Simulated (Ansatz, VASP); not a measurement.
BAs in VASP and in Ansatz

INCAR

```
SYSTEM = BAs
AGGAC = 1.0 ; AGGAX = 1.0
ALDAC = 0.0 ; ALDAX = 1.0
ALGO = Normal ; EDIFF = 1E-6
ENCUT = 500 ; GGA = B5
GGA_COMPAT = .False. ; ISIF = 2
ISMEAR = 0 ; IVDW = 12
LASPH = .True. ; LCHARG = .False.
LREAL = .False. ; LWAVE = .False.
NBANDS = 11 ; NELM = 120
PREC = Accurate ; SIGMA = 0.01
VDW_A1 = 0.4298 ; VDW_A2 = 4.2359
VDW_S6 = 1.0 ; VDW_S8 = 2.6996
```

Contents of KPOINTS:

```
k-points
0
Gamma
  10 10 10
  0 0 0
```

File POSCAR:

```
BAs
1.0
    0.0000000000      2.3885000000      2.3885000000
    2.3885000000      0.0000000000      2.3885000000
    2.3885000000      2.3885000000      0.0000000000
As B
1 1
Direct
    0.2500000000      0.2500000000      0.2500000000
    0.0000000000      0.0000000000      0.0000000000
```

input.yaml

```yaml
crystal:
  lattice: { a: 4.777, b: 4.777, c: 4.777, alpha: 90.0, beta: 90.0, gamma: 90.0 }
  space_group: 216
  reduce_to_primitive: true
  atoms:
    - { symbol: As, wyckoff: "4c", position: [0.25, 0.25, 0.25] }
    - { symbol: B, wyckoff: "4a", position: [0.0, 0.0, 0.0] }
hamiltonian:
  xc: blyp
  pseudopotentials: { kind: nc }
  dispersion: d3bj
kpoints:
  mp_grid: { grid: [10, 10, 10] }
scf:
  occupations: { method: fixed }
  n_extra_bands: 6
output:
  forces: true
  stress: true
  eigenvalues: true
  dos: { projected: false, de: 0.05, nscf_kmesh: { grid: [15, 15, 15] } }
```

Alike in both runs: functional BLYP; dispersion D3(BJ); k mesh 10 × 10 × 10; no spin polarisation.

|  | VASP | Ansatz |
| --- | --- | --- |
| version | VASP 6.6.1 | Ansatz 0.2.0 |
| potentials or method | VASP PAW PBE potentials, release 64 (As, B) | Ansatz NC |
| plane-wave cutoff (eV) | 500 | 1143 |
| occupations | gaussian, width 0.01 eV | fixed |
| valence electrons in the cell | 8 | 18 |
| task | single point | density of states |

|  | VASP | Ansatz | Ansatz less VASP |
| --- | --- | --- | --- |
| gap on the k mesh at the Fermi level (eV) | 1.41 | 1.42 | +0.019 |
| least direct gap on the mesh (eV) | 3.37 | 3.37 | -0.003 |
| pressure (GPa) | 0.2 | -0.2 | -0.40 |

VASP's potentials were made for PBE, not for BLYP. VASP's potentials hold 8 valence electrons a cell and Ansatz's 18, so a difference there can come from the potentials and not from the codes.

Noted on Ansatz's run: the potentials were made for another functional, which shifts forces and pressure.
